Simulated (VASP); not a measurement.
# InPd (Pm-3m) in VASP: notebook

InPd is run at these levels: PBE, BLYP+D4; tasks: single point.

All numbers are computed with VASP 6.6.1; they aren't measurements. Logs are shortened: lines on timing, memory, paths and dates and some standing lists are left out, and cuts for length are marked.

## 1. The cell of the first run

Symmetry: Pm-3m, No. 221, cubic system. The conventional cell has a = 3.272 Å, b = 3.272 Å, c = 3.272 Å, α = 90.00°, β = 90.00°, γ = 90.00°. Within 3.7 Å of In (site symmetry m-3m) lie 8 Pd at 2.83 Å and 6 In at 3.27 Å. Within 3.7 Å of Pd (site symmetry m-3m) lie 8 In at 2.83 Å and 6 Pd at 3.27 Å.

## 2. Single point, PBE

File INCAR:

```
SYSTEM = InPd
ALGO = Normal ; EDIFF = 1E-6
ENCUT = 500 ; GGA = PE
GGA_COMPAT = .False. ; ISIF = 2
ISMEAR = 0 ; LASPH = .True.
LCHARG = .False. ; LREAL = .False.
LWAVE = .False. ; NBANDS = 18
NELM = 120 ; PREC = Accurate
SIGMA = 0.02
```

File KPOINTS:

```
k-points
0
Gamma
  8 8 8
  0 0 0
```

File POSCAR:

```
InPd
1.0
    3.2718847800      0.0000000000      0.0000000000
    0.0000000000      3.2718847800      0.0000000000
    0.0000000000      0.0000000000      3.2718847800
In Pd
1 1
Direct
    0.0000000000      0.0000000000      0.0000000000
    0.5000000000      0.5000000000      0.5000000000
```

Potentials or basis: VASP PAW PBE potentials, release 64 (In_d, Pd).

Command:

```console
cat potpaw_PBE.64/In_d/POTCAR potpaw_PBE.64/Pd/POTCAR > POTCAR
mpirun -np 1 vasp_std > vasp.out
```

OUTCAR:

```text
SYSTEM = InPd
   EDIFF = 1E-6
   ENCUT = 500
   GGA = PE
   ISIF = 2
   ISMEAR = 0
   LASPH = .True.
   LREAL = .False.
   NELM = 120
   PREC = Accurate

 ion  position               nearest neighbor table
   1  0.000  0.000  0.000-   2 2.83   2 2.83   2 2.83   2 2.83   2 2.83   2 2.83   2 2.83   2 2.83

   2  0.500  0.500  0.500-   1 2.83   1 2.83   1 2.83   1 2.83   1 2.83   1 2.83   1 2.83   1 2.83

  LATTYP: Found a simple cubic cell.
 ALAT       =     3.2718847800

  Lattice vectors:

 A1 = (   3.2718847800,   0.0000000000,   0.0000000000)
 A2 = (   0.0000000000,   3.2718847800,   0.0000000000)
 A3 = (   0.0000000000,   0.0000000000,   3.2718847800)

Analysis of symmetry for initial positions (statically):
=====================================================================
 Subroutine PRICEL returns:
 Original cell was already a primitive cell.

 Routine SETGRP: Setting up the symmetry group for a
 simple cubic supercell.

 Subroutine GETGRP returns: Found 48 space group operations
 (whereof 48 operations were pure point group operations)
 out of a pool of 48 trial point group operations.

The static configuration has the point symmetry O_h .

Analysis of symmetry for dynamics (positions and initial velocities):
=====================================================================
 Subroutine PRICEL returns:
 Original cell was already a primitive cell.

 Routine SETGRP: Setting up the symmetry group for a
 simple cubic supercell.

 Subroutine GETGRP returns: Found 48 space group operations
 (whereof 48 operations were pure point group operations)
 out of a pool of 48 trial point group operations.

The dynamic configuration has the point symmetry O_h .

 Subroutine INISYM returns: Found 48 space group operations
 (whereof 48 operations are pure point group operations),
 and found     1 'primitive' translations

----------------------------------------------------------------------------------------

                                     Primitive cell

  volume of cell :      35.0263

  direct lattice vectors                    reciprocal lattice vectors
     3.271884780  0.000000000  0.000000000     0.305634234  0.000000000  0.000000000
     0.000000000  3.271884780  0.000000000     0.000000000  0.305634234  0.000000000
     0.000000000  0.000000000  3.271884780     0.000000000  0.000000000  0.305634234

  length of vectors
     3.271884780  3.271884780  3.271884780     0.305634234  0.305634234  0.305634234

  position of ions in fractional coordinates (direct lattice)
     0.000000000  0.000000000  0.000000000
     0.500000000  0.500000000  0.500000000

  ion indices of the primitive-cell ions
   primitive index   ion index
                 1           1
                 2           2

----------------------------------------------------------------------------------------

 KPOINTS: k-points

Automatic generation of k-mesh.
 Grid dimensions read from file:
 generate k-points for:    8    8    8

 Generating k-lattice:

  Cartesian coordinates                     Fractional coordinates (reciprocal lattice)
     0.038204279  0.000000000  0.000000000     0.125000000  0.000000000  0.000000000
     0.000000000  0.038204279  0.000000000     0.000000000  0.125000000  0.000000000
     0.000000000  0.000000000  0.038204279     0.000000000  0.000000000  0.125000000

  Length of vectors
     0.038204279  0.038204279  0.038204279

  Shift w.r.t. Gamma in fractional coordinates (k-lattice)
     0.000000000  0.000000000  0.000000000

 Subroutine IBZKPT returns following result:
 ===========================================

 Found     35 irreducible k-points:

 Following reciprocal coordinates:
            Coordinates               Weight
  0.000000  0.000000  0.000000      1.000000
  0.125000  0.000000  0.000000      6.000000
  0.250000  0.000000  0.000000      6.000000
  0.375000  0.000000  0.000000      6.000000
  0.500000  0.000000  0.000000      3.000000
  0.125000  0.125000  0.000000     12.000000
[... 16 lines left out ...]
  0.375000  0.375000  0.125000     24.000000
  0.500000  0.375000  0.125000     24.000000
 [... further k-points ...]
   k-points           NKPTS =     35   k-points in BZ     NKDIM =     35   number of bands    NBANDS=     18
   number of dos      NEDOS =    301   number of ions     NIONS =      2
   total plane-waves  NPLWV =  13824
   dimension x,y,z NGX =    24 NGY =   24 NGZ =   24
   dimension x,y,z NGXF=    48 NGYF=   48 NGZF=   48
   ions per type =               1   1
   NGX,Y,Z   is equivalent  to a cutoff of  12.19, 12.19, 12.19 a.u.
   NGXF,Y,Z  is equivalent  to a cutoff of  24.39, 24.39, 24.39 a.u.
 SYSTEM =  InPd
   PREC   = accura    normal or accurate (medium, high low for compatibility)
   ISTART =      0    job   : 0-new  1-cont  2-samecut
   ICHARG =      2    charge: 1-file 2-atom 10-const
   ISPIN  =      1    spin polarized calculation?
   LNONCOLLINEAR =      F non collinear calculations
   LSORBIT =      F    spin-orbit coupling
   LASPH  =      T    aspherical Exc in radial PAW
   ENCUT  =  500.0 eV  36.75 Ry    6.06 a.u.   5.97  5.97  5.97*2*pi/ulx,y,z
   NELM   =    120;   NELMIN=  2; NELMDL= -5     # of ELM steps
   EDIFF  = 0.1E-05   stopping-criterion for ELM
   LREAL  =      F    real-space projection
   EDIFFG = 0.1E-04   stopping-criterion for IOM
   NSW    =      0    number of steps for IOM
   IBRION =     -1    ionic relax: 0-MD 1-quasi-New 2-CG
   NFREE  =      0    steps in history (QN), initial steepest desc. (CG)
   ISIF   =      2    stress and relaxation
   ISYM   =      2    0-nonsym 1-usesym 2-fastsym
   POTIM  = 0.5000    time-step for ionic-motion
   TEBEG  =    0.0;   TEEND  =   0.0 temperature during run
   PSTRESS=    0.0 pullay stress
   NELECT =      23.0000    total number of electrons
   NUPDOWN=      -1.0000    fix difference up-down
   EMIN   =  10.00;   EMAX   =-10.00  energy-range for DOS
   EFERMI =   0.00;   METHOD = LEGACY
   ISMEAR =     0;   SIGMA  =   0.02  broadening in eV -4-tet -1-fermi 0-gaus
   EFERMI_NEDOS =   21; number of points for ismear=-14 and -15
   IALGO  =     38    algorithm
   IMIX   =      4    mixing-type and parameters
     AMIX     =   0.40;   BMIX     =  1.00
     AMIX_MAG =   1.60;   BMIX_MAG =  1.00
  volume/ion in A,a.u.               =      17.51       118.18
  Fermi-wavevector in a.u.,A,eV,Ry     =   1.422938  2.688964 27.548447  2.024754
  Thomas-Fermi vector in A             =   2.543589
   LORBIT       =      0    0 simple, 1 ext, 2 COOP (PROOUT), +10 PAW based schemes
   GGA     = PE    functional components
   LHFCALC =     F    Hartree Fock is set to
   AEXX    =    0.0000 exact exchange contribution
   IVDW    =     0    specifies the selected vdW correction
   LEPSILON=     F    determine dielectric tensor
   LRPA    =     F    only Hartree local field effects (RPA)
 non-spin polarized calculation
 Gauss-broadening in eV      SIGMA  =   0.02
  energy-cutoff  :      500.00
  volume of cell :       35.03
 maximum number of plane-waves:       912
 NGX is ok and might be reduce to    24
   NGX = 11   NGY = 11   NGZ = 11

 number of electron      22.9999997 magnetization

 Free energy of the ion-electron system (eV)
  ---------------------------------------------------
  ext. energy  EPLUGINS =         0.00000000
  ---------------------------------------------------
  free energy    TOTEN  =        -8.73046118 eV

  energy without entropy =       -8.72932468  energy(sigma->0) =       -8.72989293

 E-fermi :  10.3828     XC(G=0): -12.2311

 val. band max:       10.3693999216   @ k =   0.3750   0.2500   0.1250
 cond. band min:      10.3902703414   @ k =   0.3750   0.3750   0.1250
 fundamental gap:      0.0208704199
 Fermi energy:        10.3828387142

 k-point     1 :       0.0000    0.0000    0.0000
  band No.  band energies     occupation
      1      -4.4835      2.00000
      2      -4.4835      2.00000
      3      -4.0754      2.00000
      4      -4.0754      2.00000
      5      -4.0754      2.00000
      6       0.4289      2.00000
[... 10 lines left out ...]
     17      21.0706      0.00000
     18      26.5067      0.00000

 k-point     2 :       0.1250    0.0000    0.0000
  band No.  band energies     occupation
      1      -4.4751      2.00000
      2      -4.4320      2.00000
      3      -4.0911      2.00000
      4      -4.0911      2.00000
      5      -4.0707      2.00000
      6       0.6769      2.00000
[... 10 lines left out ...]
     17      22.5647      0.00000
     18      25.9797      0.00000

 k-point     3 :       0.2500    0.0000    0.0000
  band No.  band energies     occupation
      1      -4.4548      2.00000
      2      -4.3082      2.00000
      3      -4.1287      2.00000
      4      -4.1287      2.00000
      5      -4.0595      2.00000
      6       1.4152      2.00000
[... 10 lines left out ...]
     17      25.1302      0.00000
     18      25.4526      0.00000

 k-point     4 :       0.3750    0.0000    0.0000
  band No.  band energies     occupation
      1      -4.4343      2.00000
      2      -4.1853      2.00000
      3      -4.1659      2.00000
      4      -4.1659      2.00000
      5      -4.0481      2.00000
      6       2.6096      2.00000
[... 375 lines left out ...]
      4      -4.1530      2.00000
      5      -4.0203      2.00000
      6       4.1737      2.00000
[... 10 lines left out ...]
     17      22.8261      0.00000
     18      24.7938      0.00000

 k-point    23 :       0.3750    0.3750    0.1250
  band No.  band energies     occupation
      1      -4.3571      2.00000
      2      -4.2529      2.00000
      3      -4.2136      2.00000
      4      -4.2035      2.00000
      5      -3.9676      2.00000
      6       4.0711      2.00000
[... 10 lines left out ...]
     17      21.4288      0.00000
     18      23.6235      0.00000

 k-point    24 :       0.5000    0.3750    0.1250
  band No.  band energies     occupation
      1      -4.3870      2.00000
      2      -4.2433      2.00000
      3      -4.2311      2.00000
      4      -4.2108      2.00000
      5      -3.9188      2.00000
      6       4.3775      2.00000
[... 10 lines left out ...]
     17      21.5764      0.00000
     18      23.5577      0.00000

 [... further k-points ...]
[... 5 lines left out ...]
  --------------------------------------------------------------------------------------
  -------------------------------------------------------------------------------------
  Total        0.8185762      0.8185762      0.8185762      0.0000000      0.0000000     -0.0000000
  in kB       37.4434357     37.4434357     37.4434357      0.0000000      0.0000000     -0.0000000
  external PRESSURE =      37.4434357 kB  Pullay stress =       0.0000000 kB

 VOLUME and BASIS-vectors are now :
 -----------------------------------------------------------------------------
  energy-cutoff  :      500.00
  volume of cell :       35.03
      direct lattice vectors                 reciprocal lattice vectors
     3.271884780  0.000000000  0.000000000     0.305634234  0.000000000  0.000000000
     0.000000000  3.271884780  0.000000000     0.000000000  0.305634234  0.000000000
     0.000000000  0.000000000  3.271884780     0.000000000  0.000000000  0.305634234

 POSITION                                       TOTAL-FORCE (eV/Angst)
 -----------------------------------------------------------------------------------
      0.00000      0.00000      0.00000         0.000000      0.000000      0.000000
      1.63594      1.63594      1.63594         0.000000      0.000000      0.000000
 -----------------------------------------------------------------------------------
    total drift:                                0.000000      0.000000     -0.000000

  FREE ENERGIE OF THE ION-ELECTRON SYSTEM (eV)
  ---------------------------------------------------
  free  energy   TOTEN  =        -8.7304611839 eV

  energy  without entropy=       -8.7293246836  energy(sigma->0) =       -8.72989293
```

Run time: 27 s. Hardware: 1 thread of Intel Xeon 8259CL, shared host; peak memory 0.15 GiB.

What came out:

* Free energy: -8.7305 eV
* Pressure: 3.7 GPa

Caveat: spin-orbit coupling is left out, which moves the levels of the heavy elements.

## 3. Single point, BLYP+D4

This run uses another cell than the first one, of 18.01 Å³/atom, 1.029 times its volume.

File INCAR:

```
AGGAC = 1.0
AGGAX = 1.0
ALDAC = 0.0
ALDAX = 1.0
ALGO = Normal
EDIFF = 1E-7
ENCUT = 520
GGA = B5
ISIF = 2
ISMEAR = -1
IVDW = 13
LASPH = T
LCHARG = F
LREAL = F
LWAVE = F
NBANDS = 18
NELM = 100
PREC = Accurate
SIGMA = 0.05
VDW_A1 = 0.44488865
VDW_A2 = 4.0933009
VDW_S6 = 1.0
VDW_S8 = 2.34076671
```

File KPOINTS:

```
k-points
0
Gamma
  8 8 8
```

File POSCAR:

```
InPd
1.0
    3.3027106747      0.0000000000      0.0000000000
    0.0000000000      3.3027106747      0.0000000000
    0.0000000000      0.0000000000      3.3027106747
In Pd
1 1
Direct
    0.0000000000      0.0000000000      0.0000000000
    0.5000000000      0.5000000000      0.5000000000
```

Potentials or basis: VASP PAW PBE potentials, release 64 (In_d, Pd).

Command:

```console
cat potpaw_PBE.64/In_d/POTCAR potpaw_PBE.64/Pd/POTCAR > POTCAR
mpirun -np 1 vasp_std > vasp.out
```

Run time: 37 s. Hardware: 1 thread of Intel Xeon 8259CL, shared host; peak memory 0.17 GiB.

It converged, with:

- Free energy: -8.6556 eV
- Pressure: 0.3 GPa
- Dispersion energy per atom: -0.869 eV

Levels at points of the mesh, in eV from the Fermi level:
| k point | band 9 | band 10 | band 11 | band 12 | band 13 | band 14 |
| --- | --- | --- | --- | --- | --- | --- |
| (0.00, 0.00, 0.00) | -2.18 | -2.18 | -2.18 | 4.24 | 4.24 | 4.24 |
| (0.50, 0.00, 0.00) | -3.10 | -3.10 | -2.24 | -1.06 | 9.30 | 9.30 |
| (0.50, 0.50, 0.00) | -2.56 | -2.01 | -2.01 | -1.63 | 1.28 | 2.46 |
| (0.50, 0.50, 0.50) | -1.59 | -1.59 | -0.38 | 4.02 | 4.02 | 4.02 |

Caveat: the PAW data sets were made with another functional, which shifts forces and pressure a little; spin-orbit coupling is left out, which moves the levels of the heavy elements; pairwise dispersion overbinds metals, which lowers pressure and volume.
